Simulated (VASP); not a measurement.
Write the native input for VASP 6.6.1 that does the following.

| Property | Result |
| --- | --- |
| Task | single point |
| Functional | PBEsol |
| Potentials or basis | VASP PAW PBE potentials, release 64 (Ge_d) |
| Cutoff | 520 eV |
| k mesh | 12 × 12 × 11 |
| Occupations | fermi-dirac, width 0.1 eV |
| Spin | no spin polarisation |
| Dipole correction | no |
| Further INCAR settings | ALGO = Normal; EDIFF = 1e-06; NBANDS = 13 |

The structure of Ge lies in POSCAR:

```
Ge
1.0
    1.4215582721     -2.6459490231      0.0000000000
    1.4215582721      2.6459490231      0.0000000000
    0.0000000000      0.0000000000      2.7453711796
Ge
1
Direct
    0.5000000000      0.5000000000      0.0000000000
```

The input as run:

INCAR

```
PREC     = Accurate       # precision mode
ENCUT    = 520            # plane-wave cutoff, eV
EDIFF    = 1E-6           # SCF threshold, eV
ISMEAR   = -1             # smearing method
SIGMA    = 0.1            # smearing width, eV
LREAL    = False          # projectors in reciprocal space
LASPH    = True           # aspherical terms in the spheres
NELM     = 100            # most SCF steps
ALGO     = Normal         # electronic algorithm
ISIF     = 2              # what is computed and relaxed
LWAVE    = False          # write WAVECAR
LCHARG   = False          # write CHGCAR
GGA      = PS             # functional
NBANDS   = 13             # bands
```

KPOINTS

```
Automatic mesh
0
Gamma
  12 12 11
```

Potentials or basis: VASP PAW PBE potentials, release 64 (Ge_d).

Command:

```sh
$ cat potpaw_PBE.64/Ge_d/POTCAR > POTCAR
$ mpirun -np 1 vasp_std > vasp.out
```

Results of the run:

```yaml
Pressure: -6.9 GPa
Band_gap_on_the_k_mesh: zero (bands 7 and 8 overlap by 9.36 eV)
```

Caveat: the cell stands under tension; the PAW data sets were made with another functional, which shifts forces and pressure a little.

Run time: 69 s on 1 thread of AMD EPYC 7R13, with other jobs on the host, peak memory 0.15 GiB.
